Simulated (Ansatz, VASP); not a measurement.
# Two plane-wave programs on WC

```
W C
1.0
     2.89841    0.00000    0.00000
    -1.44921    2.51010    0.00000
     0.00000    0.00000    2.82761
W C
1 1
Direct
  0.99935 0.99870 0.00000
  0.67663 0.35325 0.50000
```

Change from the starting cell: mode 5 (621.9 1/cm) frozen in, largest displacement +0.050 Å.

Alike in both runs: task single point; functional PBEsol; k mesh 24 × 24 × 22; occupations gaussian, width 0.15 eV; no spin polarisation.

```csv
,VASP,Ansatz
version,VASP 6.6.1,Ansatz 0.2.0
potentials or method,"VASP PAW PBE potentials, release 64 (W_sv, C), cutoff 520 eV","scalar-relativistic, plane waves, PAW"
valence electrons in the cell,18,18
```

|  | VASP | Ansatz | Ansatz less VASP |
| --- | --- | --- | --- |
| gap on the k mesh at the Fermi level (eV) | none | none | - |
| pressure (GPa) | 1.8 | 0.5 | -1.31 |
| traceless stress, the component that is largest in VASP (GPa) | -2.58 | -2.40 | +0.177 |
| rms of the force components (eV/Å) | 0.513 | 0.510 | -0.0032 |

VASP's potentials were made for PBE, not for PBEsol. Atom by atom the forces differ by 0.003 eV/Å (rms over components). A gap of «none» marks a metal or a gap that the smearing closes.

Spin-orbit coupling is off throughout.
